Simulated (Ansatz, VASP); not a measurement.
One calculation of LaC, two programs

```
La C
1.0
     3.73232   -0.05117   -0.03923
    -1.91047    3.25848    0.01261
    -0.03329   -0.00687    3.20552
La C
1 1
Direct
  0.00410 0.98488 0.96351
  0.66257 0.34845 0.53649
```

Change from the starting cell: all atoms moved at random (sigma 0.15 Å), cell strained at random (1 %).

Alike in both runs: task single point; functional r2SCAN; k mesh 10 × 10 × 10; occupations gaussian, width 0.05 eV; no spin polarisation.

|  | VASP | Ansatz |
| --- | --- | --- |
| version | VASP 6.6.1 | Ansatz 0.2.0 |
| potentials or method | VASP PAW PBE potentials, release 64 (La, C), cutoff 520 eV | scalar-relativistic, plane waves, PAW |
| valence electrons in the cell | 15 | 15 |

```tsv
	VASP	Ansatz	Ansatz less VASP
gap on the k mesh at the Fermi level (eV)	none	none	-
pressure (GPa)	2.8	2.9	+0.10
traceless stress, the component that is largest in VASP (GPa)	1.38	1.51	+0.132
rms of the force components (eV/Å)	0.198	0.194	-0.0035
```

VASP's potentials were made for PBE, not for r2SCAN. Atom by atom the forces differ by 0.006 eV/Å (rms over components). A gap of «none» marks a metal or a gap that the smearing closes.

Neither program's run includes spin-orbit coupling.
